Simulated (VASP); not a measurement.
# Ga3Se (I4/mmm) in VASP: single point with r2SCAN

Aim: the single point of Ga3Se with r2SCAN.

All numbers are computed with VASP 6.6.1; they aren't measurements. Logs are shortened: lines on timing, memory, paths and dates and some standing lists are left out, and cuts for length are marked.

### Step 1. The cell of the first run

The structure is tetragonal, space group I4/mmm (No. 139). Conventional cell: a = 4.277 Å, b = 4.277 Å, c = 9.553 Å, α = 90.00°, β = 90.00°, γ = 90.00°. Ga (site symmetry 4/mmm) has 4 Se at 3.02 Å and 8 Ga at 3.21 Å within 4.0 Å. Ga (site symmetry -4m2) has 8 Ga at 3.02 to 3.21 Å and 4 Se at 3.21 Å within 4.0 Å. Within 4.0 Å of Se (site symmetry 4/mmm) lie 12 Ga at 3.02 to 3.21 Å.

### Step 2. Single point, r2SCAN

The input, POSCAR:

```
Ga3Se
1.0
   -2.1382827415      2.1382827415      4.7764237862
    2.1382827415     -2.1382827415      4.7764237862
    2.1382827415      2.1382827415     -4.7764237862
Ga Se
3 1
Direct
    0.5000000000      0.5000000000      0.0000000000
    0.2500000000      0.7500000000      0.5000000000
    0.7500000000      0.2500000000      0.5000000000
    0.0000000000      0.0000000000      0.0000000000
```

The input, INCAR.step1:

```
PREC = Accurate
ENCUT = 520
ISMEAR = 0
SIGMA = 0.1
LREAL = F
LASPH = T
NELM = 100
NBANDS = 30
GGA = PE
ALGO = Normal
EDIFF = 1E-4
LWAVE = T
LCHARG = F
```

The input, INCAR.step2:

```
PREC = Accurate
ENCUT = 520
EDIFF = 1E-7
ISMEAR = 0
SIGMA = 0.1
LREAL = F
LASPH = T
NELM = 100
ALGO = Normal
ISIF = 2
LWAVE = F
LCHARG = F
METAGGA = R2SCAN
LMIXTAU = T
NBANDS = 30
ISTART = 1
```

The input, KPOINTS:

```
regular mesh
0
Gamma
  6 6 6
```

Potentials or basis: VASP PAW PBE potentials, release 64 (Ga_d, Se).

The run is started by

```console
> cat potpaw_PBE.64/Ga_d/POTCAR potpaw_PBE.64/Se/POTCAR > POTCAR
> cp INCAR.step1 INCAR
> mpirun -np 1 vasp_std > vasp.out
> cp INCAR.step2 INCAR
> mpirun -np 1 vasp_std > vasp.out
```

OUTCAR:

```text
PREC = Accurate
   ENCUT = 520
   EDIFF = 1E-7
   ISMEAR = 0
   LREAL = F
   LASPH = T
   NELM = 100
   ISIF = 2
   METAGGA = R2SCAN
   ISTART = 1

 ion  position               nearest neighbor table
   1  0.500  0.500  0.000-
   2  0.250  0.750  0.500-
   3  0.750  0.250  0.500-
   4  0.000  0.000  0.000-

  LATTYP: Found a body centered tetragonal cell.
 ALAT       =     4.2765654830
 C/A-ratio  =     2.2337662338

  Lattice vectors:

 A1 = (  -2.1382827415,   2.1382827415,   4.7764237862)
 A2 = (   2.1382827415,  -2.1382827415,   4.7764237862)
 A3 = (   2.1382827415,   2.1382827415,  -4.7764237862)

Analysis of symmetry for initial positions (statically):
=====================================================================
 Subroutine PRICEL returns:
 Original cell was already a primitive cell.

 Routine SETGRP: Setting up the symmetry group for a
 body centered tetragonal supercell.

 Subroutine GETGRP returns: Found 16 space group operations
 (whereof 16 operations were pure point group operations)
 out of a pool of 16 trial point group operations.

The static configuration has the point symmetry D_4h.

Analysis of symmetry for dynamics (positions and initial velocities):
=====================================================================
 Subroutine PRICEL returns:
 Original cell was already a primitive cell.

 Routine SETGRP: Setting up the symmetry group for a
 body centered tetragonal supercell.

 Subroutine GETGRP returns: Found 16 space group operations
 (whereof 16 operations were pure point group operations)
 out of a pool of 16 trial point group operations.

The dynamic configuration has the point symmetry D_4h.

 Subroutine INISYM returns: Found 16 space group operations
 (whereof 16 operations are pure point group operations),
 and found     1 'primitive' translations

----------------------------------------------------------------------------------------

                                     Primitive cell

  volume of cell :      87.3561

  direct lattice vectors                    reciprocal lattice vectors
    -2.138282741  2.138282741  4.776423786     0.000000000  0.233832500  0.104680829
     2.138282741 -2.138282741  4.776423786     0.233832500  0.000000000  0.104680829
     2.138282741  2.138282741 -4.776423786     0.233832500  0.233832500  0.000000000

  length of vectors
     5.653205317  5.653205317  5.653205317     0.256194680  0.256194680  0.330689093

  position of ions in fractional coordinates (direct lattice)
     0.500000000  0.500000000  0.000000000
     0.250000000  0.750000000  0.500000000
     0.750000000  0.250000000  0.500000000
     0.000000000  0.000000000  0.000000000

  ion indices of the primitive-cell ions
   primitive index   ion index
                 1           1
                 2           2
                 3           3
                 4           4

----------------------------------------------------------------------------------------

 KPOINTS: regular mesh

Automatic generation of k-mesh.
 Grid dimensions read from file:
 generate k-points for:    6    6    6

 Generating k-lattice:

  Cartesian coordinates                     Fractional coordinates (reciprocal lattice)
     0.000000000  0.038972083  0.017446805     0.166666667 -0.000000000  0.000000000
     0.038972083  0.000000000  0.017446805    -0.000000000  0.166666667  0.000000000
     0.038972083  0.038972083  0.000000000     0.000000000  0.000000000  0.166666667

  Length of vectors
     0.042699113  0.042699113  0.055114849

  Shift w.r.t. Gamma in fractional coordinates (k-lattice)
     0.000000000  0.000000000  0.000000000

 Subroutine IBZKPT returns following result:
 ===========================================

 Found     30 irreducible k-points:

 Following reciprocal coordinates:
            Coordinates               Weight
  0.000000  0.000000  0.000000      1.000000
  0.166667  0.000000 -0.000000      8.000000
  0.333333  0.000000 -0.000000      8.000000
  0.500000  0.000000 -0.000000      4.000000
  0.166667  0.166667 -0.000000      8.000000
  0.333333  0.166667 -0.000000     16.000000
[... 16 lines left out ...]
 -0.333333 -0.333333  0.166667      8.000000
 -0.166667 -0.333333  0.166667      8.000000
 [... further k-points ...]
   k-points           NKPTS =     30   k-points in BZ     NKDIM =     30   number of bands    NBANDS=     30
   number of dos      NEDOS =    301   number of ions     NIONS =      4
   total plane-waves  NPLWV =  74088
   dimension x,y,z NGX =    42 NGY =   42 NGZ =   42
   dimension x,y,z NGXF=    84 NGYF=   84 NGZF=   84
   ions per type =               3   1
   NGX,Y,Z   is equivalent  to a cutoff of  12.35, 12.35, 12.35 a.u.
   NGXF,Y,Z  is equivalent  to a cutoff of  24.70, 24.70, 24.70 a.u.
 SYSTEM =  unknown system
   PREC   = accura    normal or accurate (medium, high low for compatibility)
   ISTART =      1    job   : 0-new  1-cont  2-samecut
   ICHARG =      0    charge: 1-file 2-atom 10-const
   ISPIN  =      1    spin polarized calculation?
   LNONCOLLINEAR =      F non collinear calculations
   LSORBIT =      F    spin-orbit coupling
   LASPH  =      T    aspherical Exc in radial PAW
   ENCUT  =  520.0 eV  38.22 Ry    6.18 a.u.  10.51 10.51 10.51*2*pi/ulx,y,z
   NELM   =    100;   NELMIN=  2; NELMDL=  0     # of ELM steps
   EDIFF  = 0.1E-06   stopping-criterion for ELM
   LREAL  =      F    real-space projection
   EDIFFG = 0.1E-05   stopping-criterion for IOM
   NSW    =      0    number of steps for IOM
   IBRION =     -1    ionic relax: 0-MD 1-quasi-New 2-CG
   NFREE  =      0    steps in history (QN), initial steepest desc. (CG)
   ISIF   =      2    stress and relaxation
   ISYM   =      2    0-nonsym 1-usesym 2-fastsym
   POTIM  = 0.5000    time-step for ionic-motion
   TEBEG  =    0.0;   TEEND  =   0.0 temperature during run
   PSTRESS=    0.0 pullay stress
   NELECT =      45.0000    total number of electrons
   NUPDOWN=      -1.0000    fix difference up-down
   EMIN   =  10.00;   EMAX   =-10.00  energy-range for DOS
   EFERMI =   0.00;   METHOD = LEGACY
   ISMEAR =     0;   SIGMA  =   0.10  broadening in eV -4-tet -1-fermi 0-gaus
   EFERMI_NEDOS =   21; number of points for ismear=-14 and -15
   IALGO  =     38    algorithm
   IMIX   =      4    mixing-type and parameters
     AMIX     =   0.40;   BMIX     =  1.00
     AMIX_MAG =   1.60;   BMIX_MAG =  1.00
  volume/ion in A,a.u.               =      21.84       147.38
  Fermi-wavevector in a.u.,A,eV,Ry     =   1.312345  2.479972 23.432620  1.722249
  Thomas-Fermi vector in A             =   2.442744
   LORBIT       =      0    0 simple, 1 ext, 2 COOP (PROOUT), +10 PAW based schemes
   METAGGA = R2SCAN    functional components
   LHFCALC =     F    Hartree Fock is set to
   AEXX    =    0.0000 exact exchange contribution
   IVDW    =     0    specifies the selected vdW correction
   LEPSILON=     F    determine dielectric tensor
   LRPA    =     F    only Hartree local field effects (RPA)
 non-spin polarized calculation
 Gauss-broadening in eV      SIGMA  =   0.10
  energy-cutoff  :      520.00
  volume of cell :       87.36
 maximum number of plane-waves:      2393
   NGX = 21   NGY = 21   NGZ = 21

 number of electron      45.0000020 magnetization

 Free energy of the ion-electron system (eV)
  ---------------------------------------------------
  ext. energy  EPLUGINS =         0.00000000
  ---------------------------------------------------
  free energy    TOTEN  =       -48.24081000 eV

  energy without entropy =      -48.23651300  energy(sigma->0) =      -48.23866150

 E-fermi :   4.4226     XC(G=0): -11.0596

 val. band max:        4.3232586889   @ k =   0.1667   0.0000  -0.0000
 cond. band min:       4.4787524435   @ k =   0.5000   0.5000   0.1667
 fundamental gap:      0.1554937546
 Fermi energy:         4.4226443992

 k-point     1 :       0.0000    0.0000    0.0000
  band No.  band energies     occupation
      1     -11.2207      2.00000
      2     -11.1695      2.00000
      3     -11.1470      2.00000
      4     -11.1135      2.00000
      5     -11.1134      2.00000
      6     -11.0565      2.00000
[... 22 lines left out ...]
     29      12.5037      0.00000
     30      12.8977      0.00000

 k-point     2 :       0.1667    0.0000   -0.0000
  band No.  band energies     occupation
      1     -11.2016      2.00000
      2     -11.1595      2.00000
      3     -11.1351      2.00000
      4     -11.1160      2.00000
      5     -11.1124      2.00000
      6     -11.0597      2.00000
[... 22 lines left out ...]
     29      11.7694      0.00000
     30      12.5144      0.00000

 k-point     3 :       0.3333    0.0000   -0.0000
  band No.  band energies     occupation
      1     -11.1484      2.00000
      2     -11.1368      2.00000
      3     -11.1099      2.00000
      4     -11.1089      2.00000
      5     -11.0993      2.00000
      6     -11.0675      2.00000
[... 22 lines left out ...]
     29      10.2356      0.00000
     30      10.4737      0.00000

 k-point     4 :       0.5000    0.0000   -0.0000
  band No.  band energies     occupation
      1     -11.1095      2.00000
      2     -11.1067      2.00000
      3     -11.0982      2.00000
      4     -11.0839      2.00000
      5     -11.0821      2.00000
      6     -11.0749      2.00000
[... 22 lines left out ...]
     29       8.5459      0.00000
     30       9.9509      0.00000

 k-point     5 :       0.1667    0.1667   -0.0000
  band No.  band energies     occupation
      1     -11.1938      2.00000
      2     -11.1515      2.00000
      3     -11.1257      2.00000
      4     -11.1217      2.00000
      5     -11.1035      2.00000
      6     -11.0701      2.00000
[... 22 lines left out ...]
     29      10.0727      0.00000
     30      12.0860      0.00000
[... 526 lines left out ...]
     29       9.4598      0.00000
     30      10.6900      0.00000

 k-point    22 :      -0.1667    0.5000    0.1667
  band No.  band energies     occupation
      1     -11.1485      2.00000
      2     -11.1325      2.00000
      3     -11.1186      2.00000
      4     -11.1098      2.00000
      5     -11.1043      2.00000
      6     -11.0811      2.00000
[... 22 lines left out ...]
     29       9.1154      0.00000
     30       9.1331      0.00000

 k-point    23 :      -0.3333   -0.3333    0.1667
  band No.  band energies     occupation
      1     -11.1915      2.00000
      2     -11.1554      2.00000
      3     -11.1318      2.00000
      4     -11.1220      2.00000
      5     -11.1162      2.00000
      6     -11.0718      2.00000
[... 22 lines left out ...]
     29      10.2864      0.00000
     30      11.3403      0.00000

 k-point    24 :      -0.1667   -0.3333    0.1667
  band No.  band energies     occupation
      1     -11.2004      2.00000
      2     -11.1616      2.00000
      3     -11.1378      2.00000
      4     -11.1275      2.00000
      5     -11.1252      2.00000
      6     -11.0549      2.00000
[... 22 lines left out ...]
     29      10.6558      0.00000
     30      11.4761      0.00000

 [... further k-points ...]

------------------------ aborting loop because EDIFF is reached ----------------------------------------

  FORCE on cell =-STRESS in cart. coord.  units (eV):
  Direction    XX          YY          ZZ          XY          YZ          ZX
  --------------------------------------------------------------------------------------
  -------------------------------------------------------------------------------------
  Total       -1.7980360     -1.7980360     -0.4090059      0.0000000      0.0000000      0.0000000
  in kB      -32.9773578    -32.9773578     -7.5014808      0.0000000      0.0000000      0.0000000
  external PRESSURE =     -24.4853988 kB  Pullay stress =       0.0000000 kB

 VOLUME and BASIS-vectors are now :
 -----------------------------------------------------------------------------
  energy-cutoff  :      520.00
  volume of cell :       87.36
      direct lattice vectors                 reciprocal lattice vectors
    -2.138282741  2.138282741  4.776423786     0.000000000  0.233832500  0.104680829
     2.138282741 -2.138282741  4.776423786     0.233832500  0.000000000  0.104680829
     2.138282741  2.138282741 -4.776423786     0.233832500  0.233832500  0.000000000

 POSITION                                       TOTAL-FORCE (eV/Angst)
 -----------------------------------------------------------------------------------
      0.00000      0.00000      4.77642         0.000000      0.000000     -0.000000
      2.13828     -0.00000      2.38821        -0.000000      0.000000      0.000000
     -0.00000      2.13828      2.38821         0.000000     -0.000000      0.000000
      0.00000      0.00000      0.00000         0.000000      0.000000     -0.000000
 -----------------------------------------------------------------------------------
    total drift:                               -0.000000      0.000000      0.000000

  FREE ENERGIE OF THE ION-ELECTRON SYSTEM (eV)
  ---------------------------------------------------
  free  energy   TOTEN  =       -48.2408100005 eV

  energy  without entropy=      -48.2365129998  energy(sigma->0) =      -48.23866150
```

Run time: 13 min. Hardware: 1 thread of AMD EPYC 7R13, shared host; peak memory 0.29 GiB.

Results:

| Item | Value |
| --- | --- |
| Free energy | -48.2408 eV |
| Pressure | -2.4 GPa |
| Band gap on the k mesh | zero (an odd number of electrons rules out a gap without spin polarisation) |

Stress tensor (GPa, compression positive):
```
-3.30  0.00  0.00
 0.00 -3.30  0.00
 0.00  0.00 -0.75
```

Caveat: the PAW data sets were made with another functional, which shifts forces and pressure a little.
